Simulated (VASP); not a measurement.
Input of a VASP 6.6.1 run:

INCAR

```
PREC = Accurate
ENCUT = 520
EDIFF = 1E-7
ISMEAR = 0
SIGMA = 0.15
LREAL = F
LASPH = T
NELM = 80
ALGO = Fast
ISIF = 2
LWAVE = F
LCHARG = F
GGA = PE
IVDW = 12
NBANDS = 10
```

Contents of KPOINTS:

```
regular mesh
0
Gamma
  8 8 8
```

File POSCAR:

```
Rb
1.0
    0.0000000000      3.5065327232      3.5065327232
    3.5065327232      0.0000000000      3.5065327232
    3.5065327232      3.5065327232      0.0000000000
Rb
1
Direct
    0.0000000000      0.0000000000      0.0000000000
```

Potentials or basis: VASP PAW PBE potentials, release 64 (Rb_sv).

Launch:

```console
$ cat potpaw_PBE.64/Rb_sv/POTCAR > POTCAR
$ mpirun -np 1 vasp_std > vasp.out
```

What does it give for the pressure?

0.0 GPa.

Predict the dispersion energy per atom.

-0.107 eV.

Caveat: pairwise dispersion overbinds metals, which lowers pressure and volume.
